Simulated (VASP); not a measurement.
Here is a VASP 6.6.1 calculation.

The input INCAR:

```
PREC = Accurate
ENCUT = 600
EDIFF = 1E-6
ISMEAR = 1
SIGMA = 0.1
LREAL = F
LASPH = T
NELM = 80
ALGO = Normal
ISIF = 3
LWAVE = F
LCHARG = F
GGA = PE
IBRION = 2
NSW = 80
EDIFFG = -0.01
```

KPOINTS

```
Automatic mesh
0
Gamma
  13 13 10
```

The input POSCAR:

```
CaBr
1.0
    3.9170223800      0.0000000000      0.0000000000
   -1.9585111900      3.3922408900      0.0000000000
    0.0000000000      0.0000000000      4.3410340000
Ca Br
1 1
Direct
    0.0000000000      0.0000000000      0.0000000000
    0.3333333333      0.6666666667      0.5000000000
```

Potentials or basis: VASP PAW PBE potentials, release 64 (Ca_sv, Br).

Run with:

```console
$ cat potpaw_PBE.64/Ca_sv/POTCAR potpaw_PBE.64/Br/POTCAR > POTCAR
$ mpirun -np 1 vasp_std > vasp.out
```

Question: Estimate the relaxed cell.

Answer: a = 3.918 Å, b = 3.918 Å, c = 4.431 Å, α = 90.00°, β = 90.00°, γ = 120.00°.

Question: Estimate the relaxed volume.

Answer: 29.46 Å³/atom.

Step by step:
```tsv
step	energy change (eV)	largest force (eV/Å)	pressure (GPa)	volume (Å³)
1	0.0000	0.0000	0.26	57.68
2	-0.0009	0.0000	0.16	58.08
3	-0.0017	0.0000	0.00	58.72
4	-0.0008	0.0000	-0.36	60.00
5	-0.0018	0.0000	-0.07	58.99
6	-0.0018	0.0000	-0.09	59.05
7	-0.0020	0.0000	-0.04	58.97
8	-0.0020	0.0000	-0.02	58.91
```

Caveat: an odd number of electrons without spin polarisation forces a metal; a magnetic or distorted state may lie lower.
